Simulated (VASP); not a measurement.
# Si (Fd-3m) in VASP: further runs

Runs on Si. Level: PBE. Tasks: single point.

Program: VASP 6.6.1. These are calculated values, not measurements. Logs are shortened: lines on timing, memory, paths and dates and some standing lists are left out, and cuts for length are marked.

## (1) The cell of the first run

The structure is cubic, space group Fd-3m (No. 227). Conventional cell: a = 5.470 Å, b = 5.470 Å, c = 5.470 Å, α = 90.00°, β = 90.00°, γ = 90.00°. Si (site symmetry -43m) has 4 Si at 2.37 Å within 3.1 Å.

## (2) Single point, PBE

INCAR reads:

```
SYSTEM = Si
PREC     = Accurate       ! precision mode
ENCUT    = 500            ! plane-wave cutoff, eV
EDIFF    = 1E-6           ! SCF threshold, eV
ISMEAR   = 1              ! smearing method
SIGMA    = 0.02           ! smearing width, eV
LREAL    = .FALSE.        ! projectors in reciprocal space
LASPH    = .TRUE.         ! aspherical terms in the spheres
NELM     = 120            ! most SCF steps
ALGO     = Normal         ! electronic algorithm
ISIF     = 2              ! what is computed and relaxed
LWAVE    = .FALSE.        ! write WAVECAR
LCHARG   = .TRUE.         ! write CHGCAR
GGA      = PE             ! functional
LELF     = .TRUE.         ! ELF
LVHAR    = .TRUE.       
NBANDS   = 11             ! bands
GGA_COMPAT= .FALSE.
```

KPOINTS reads:

```
Automatic mesh
0
G
  8 8 8
  0 0 0
```

POSCAR reads:

```
Si
1.0
    0.0000000000      2.7349388071      2.7349388071
    2.7349388071      0.0000000000      2.7349388071
    2.7349388071      2.7349388071      0.0000000000
Si
2
Direct
    0.7500000000      0.7500000000      0.7500000000
    0.5000000000      0.5000000000      0.5000000000
```

Potentials or basis: VASP PAW PBE potentials, release 64 (Si).

The run is started by

```sh
$ cat potpaw_PBE.64/Si/POTCAR > POTCAR
$ mpirun -np 1 vasp_std > vasp.out
```

OUTCAR:

```text
SYSTEM = Si
   PREC = Accurate
   ENCUT = 500
   EDIFF = 1E-6
   ISMEAR = 1
   LREAL = .FALSE.
   LASPH = .TRUE.
   NELM = 120
   ISIF = 2
   GGA = PE

 ion  position               nearest neighbor table
   1  0.750  0.750  0.750-   2 2.37   2 2.37   2 2.37   2 2.37
   2  0.500  0.500  0.500-   1 2.37   1 2.37   1 2.37   1 2.37

  LATTYP: Found a face centered cubic cell.
 ALAT       =     5.4698776142

  Lattice vectors:

 A1 = (   0.0000000000,   2.7349388071,   2.7349388071)
 A2 = (   2.7349388071,   0.0000000000,   2.7349388071)
 A3 = (   2.7349388071,   2.7349388071,   0.0000000000)

Analysis of symmetry for initial positions (statically):
=====================================================================
 Subroutine PRICEL returns:
 Original cell was already a primitive cell.

 Routine SETGRP: Setting up the symmetry group for a
 face centered cubic supercell.

 Subroutine GETGRP returns: Found 48 space group operations
 (whereof 24 operations were pure point group operations)
 out of a pool of 48 trial point group operations.

The static configuration has the point symmetry T_d .
 The point group associated with its full space group is O_h .

Analysis of symmetry for dynamics (positions and initial velocities):
=====================================================================
 Subroutine PRICEL returns:
 Original cell was already a primitive cell.

 Routine SETGRP: Setting up the symmetry group for a
 face centered cubic supercell.

 Subroutine GETGRP returns: Found 48 space group operations
 (whereof 24 operations were pure point group operations)
 out of a pool of 48 trial point group operations.

The dynamic configuration has the point symmetry T_d .
 The point group associated with its full space group is O_h .

 Subroutine INISYM returns: Found 48 space group operations
 (whereof 24 operations are pure point group operations),
 and found     1 'primitive' translations

----------------------------------------------------------------------------------------

                                     Primitive cell

  volume of cell :      40.9141

  direct lattice vectors                    reciprocal lattice vectors
     0.000000000  2.734938807  2.734938807    -0.182819447  0.182819447  0.182819447
     2.734938807  0.000000000  2.734938807     0.182819447 -0.182819447  0.182819447
     2.734938807  2.734938807  0.000000000     0.182819447  0.182819447 -0.182819447

  length of vectors
     3.867787553  3.867787553  3.867787553     0.316652571  0.316652571  0.316652571
[... 89 lines left out ...]
   POTIM  = 0.5000    time-step for ionic-motion
   TEBEG  =    0.0;   TEEND  =   0.0 temperature during run
   PSTRESS=    0.0 pullay stress
   NELECT =       8.0000    total number of electrons
   NUPDOWN=      -1.0000    fix difference up-down
   EMIN   =  10.00;   EMAX   =-10.00  energy-range for DOS
   EFERMI =   0.00;   METHOD = LEGACY
   ISMEAR =     1;   SIGMA  =   0.02  broadening in eV -4-tet -1-fermi 0-gaus
   EFERMI_NEDOS =   21; number of points for ismear=-14 and -15
   IALGO  =     38    algorithm
   IMIX   =      4    mixing-type and parameters
     AMIX     =   0.40;   BMIX     =  1.00
     AMIX_MAG =   1.60;   BMIX_MAG =  1.00
  volume/ion in A,a.u.               =      20.46       138.05
  Fermi-wavevector in a.u.,A,eV,Ry     =   0.950197  1.795613 12.284364  0.902875
  Thomas-Fermi vector in A             =   2.078552
   LORBIT       =      0    0 simple, 1 ext, 2 COOP (PROOUT), +10 PAW based schemes
   GGA     = PE    functional components
   LHFCALC =     F    Hartree Fock is set to
   AEXX    =    0.0000 exact exchange contribution
   IVDW    =     0    specifies the selected vdW correction
   LEPSILON=     F    determine dielectric tensor
   LRPA    =     F    only Hartree local field effects (RPA)
 non-spin polarized calculation
 Methfessel and Paxton  Order N= 1 SIGMA  =   0.02
  energy-cutoff  :      500.00
  volume of cell :       40.91
 maximum number of plane-waves:      1056
   NGX = 15   NGY = 15   NGZ = 15

 number of electron       8.0000000 magnetization

 Free energy of the ion-electron system (eV)
  ---------------------------------------------------
  ext. energy  EPLUGINS =         0.00000000
  ---------------------------------------------------
  free energy    TOTEN  =       -10.84606501 eV

  energy without entropy =      -10.84606501  energy(sigma->0) =      -10.84606501

 E-fermi :   5.7111     XC(G=0):  -9.3242

 val. band max:        5.6110754783   @ k =   0.0000   0.0000   0.0000
 cond. band min:       6.2620566814   @ k =   0.3750   0.3750   0.0000
 fundamental gap:      0.6509812030
 Fermi energy:         5.7110840501

 k-point     1 :       0.0000    0.0000    0.0000
  band No.  band energies     occupation
      1      -6.1996      2.00000
      2       5.6111      2.00000
      3       5.6111      2.00000
      4       5.6111      2.00000
      5       8.1673      0.00000
      6       8.1673      0.00000
      7       8.1673      0.00000
      8       8.7378      0.00000
      9      13.3194      0.00000
     10      13.3194      0.00000
     11      13.4857      0.00000
[... 309 lines left out ...]
 k-point    24 :      -0.3750    0.2500    0.1250
  band No.  band energies     occupation
      1      -3.3927      2.00000
      2      -1.0941      2.00000
      3       2.2253      2.00000
      4       3.5017      2.00000
      5       8.6334      0.00000
      6       8.7575      0.00000
      7      11.4560      0.00000
      8      12.6757      0.00000
      9      12.9157      0.00000
     10      16.1168      0.00000
     11      17.1603      0.00000

 [... further k-points ...]

------------------------ aborting loop because EDIFF is reached ----------------------------------------

  FORCE on cell =-STRESS in cart. coord.  units (eV):
  Direction    XX          YY          ZZ          XY          YZ          ZX
  --------------------------------------------------------------------------------------
  -------------------------------------------------------------------------------------
  Total       -0.0139202     -0.0139202     -0.0139202      0.0000000      0.0000000      0.0000000
  in kB       -0.5451106     -0.5451106     -0.5451106      0.0000000      0.0000000      0.0000000
  external PRESSURE =      -0.5451106 kB  Pullay stress =       0.0000000 kB

 VOLUME and BASIS-vectors are now :
 -----------------------------------------------------------------------------
  energy-cutoff  :      500.00
  volume of cell :       40.91
      direct lattice vectors                 reciprocal lattice vectors
     0.000000000  2.734938807  2.734938807    -0.182819447  0.182819447  0.182819447
     2.734938807  0.000000000  2.734938807     0.182819447 -0.182819447  0.182819447
     2.734938807  2.734938807  0.000000000     0.182819447  0.182819447 -0.182819447

 POSITION                                       TOTAL-FORCE (eV/Angst)
 -----------------------------------------------------------------------------------
      4.10241      4.10241      4.10241        -0.000000      0.000000      0.000000
      2.73494      2.73494      2.73494         0.000000     -0.000000     -0.000000
 -----------------------------------------------------------------------------------
    total drift:                                0.000000      0.000000     -0.000000

  FREE ENERGIE OF THE ION-ELECTRON SYSTEM (eV)
  ---------------------------------------------------
  free  energy   TOTEN  =       -10.8460650059 eV

  energy  without entropy=      -10.8460650059  energy(sigma->0) =      -10.84606501
```

stdout:

```text
POSCAR found type information on POSCAR Si
 POSCAR found :  1 types and       2 ions
 scaLAPACK will be used
 LDA part: xc-table for (Slater+PW92), standard interpolation
 POSCAR, INCAR and KPOINTS ok, starting setup
 FFT: planning ... GRIDC
 FFT: planning ... GRID_SOFT
 FFT: planning ... GRID
 WAVECAR not read
 entering main loop
```

It took 18 s on 1 thread of Intel Xeon Platinum 8175M at 2.50GHz (Skylake/Cascade Lake), shared host; peak memory 0.14 GiB.

Results:

| Item | Value |
| --- | --- |
| Free energy | -10.8461 eV |
| Pressure | -0.1 GPa |
| Band gap on the k mesh | 0.65 eV (least direct gap 2.56 eV) |

A k mesh can miss the band edges. PBE gaps usually lie below the measured ones, often by a third to a half.

## (3) Single point, PBE

This run uses another cell than the first one, of 20.15 Å³/atom.

INCAR reads:

```
PREC = Accurate
ENCUT = 500
EDIFF = 1E-6
ISMEAR = 1
SIGMA = 0.02
LREAL = F
LASPH = T
NELM = 120
ALGO = Normal
ISIF = 2
LWAVE = F
LCHARG = F
GGA = PE
NBANDS = 11
GGA_COMPAT = F
```

KPOINTS reads:

```
regular mesh
0
Gamma
  8 8 8
```

POSCAR reads:

```
Si
1.0
    0.0000000000      2.7211951641      2.7211951641
    2.7211951641      0.0000000000      2.7211951641
    2.7211951641      2.7211951641      0.0000000000
Si
2
Direct
    0.7500000000      0.7500000000      0.7500000000
    0.5000000000      0.5000000000      0.5000000000
```

Potentials or basis: VASP PAW PBE potentials, release 64 (Si).

The run is started by

```sh
$ cat potpaw_PBE.64/Si/POTCAR > POTCAR
$ mpirun -np 1 vasp_std > vasp.out
```

It took 15 s on 1 thread of Intel Xeon Platinum 8175M at 2.50GHz (Skylake/Cascade Lake), shared host; peak memory 0.15 GiB.

The run converged. Its results:

```
Free energy            : -10.8436 eV
Pressure               : 1.3 GPa
Band gap on the k mesh : 0.63 eV (least direct gap 2.56 eV)
```

Levels at points of the mesh, in eV from the valence-band top:
```tsv
k point	band 1	band 2	band 3	band 4	band 5	band 6	band 7	band 8
(0.00, 0.00, 0.00)	-11.91	0.00	0.00	0.00	2.56	2.56	2.56	3.30
(0.50, 0.00, 0.00)	-9.60	-6.94	-1.19	-1.19	1.52	3.34	3.34	7.72
(0.50, 0.50, 0.00)	-7.79	-7.79	-2.83	-2.83	0.72	0.72	10.06	10.06
```

## (4) Single point, PBE

INCAR reads:

```
ALGO = Normal ; EDIFF = 1E-6
ENCUT = 500 ; GGA = PE
GGA_COMPAT = F ; ISIF = 2
ISMEAR = 1 ; LASPH = T
LCHARG = F ; LREAL = F
LWAVE = F ; NBANDS = 11
NELM = 120 ; PREC = Accurate
SIGMA = 0.02
```

KPOINTS reads:

```
k-points
0
Gamma
  8 8 8
```

POSCAR reads:

```
Si
1.0
    0.0000000000      2.7349388071      2.7349388071
    2.7349388071      0.0000000000      2.7349388071
    2.7349388071      2.7349388071      0.0000000000
Si
2
Direct
    0.7500000000      0.7500000000      0.7500000000
    0.5000000000      0.5000000000      0.5000000000
```

The run is started by

```sh
$ cat potpaw_PBE.64/Si/POTCAR > POTCAR
$ mpirun -np 1 vasp_std > vasp.out
```

Run time: 14 s. Hardware: 1 thread of Intel Xeon Platinum 8175M at 2.50GHz (Skylake/Cascade Lake), shared host; peak memory 0.15 GiB.

Results (log left out):

```yaml
Free_energy: -10.8461 eV
Pressure: -0.1 GPa
Band_gap_on_the_k_mesh: 0.65 eV (least direct gap 2.56 eV)
```

Levels at points of the mesh, in eV from the valence-band top:
| k point | band 1 | band 2 | band 3 | band 4 | band 5 | band 6 | band 7 | band 8 |
| --- | --- | --- | --- | --- | --- | --- | --- | --- |
| (0.00, 0.00, 0.00) | -11.81 | 0.00 | 0.00 | 0.00 | 2.56 | 2.56 | 2.56 | 3.13 |
| (0.50, 0.00, 0.00) | -9.53 | -6.87 | -1.18 | -1.18 | 1.46 | 3.35 | 3.35 | 7.70 |
| (0.50, 0.50, 0.00) | -7.74 | -7.74 | -2.79 | -2.79 | 0.75 | 0.75 | 9.93 | 9.93 |

A k mesh can miss the band edges. As with any semilocal functional, this PBE gap is likely too small.
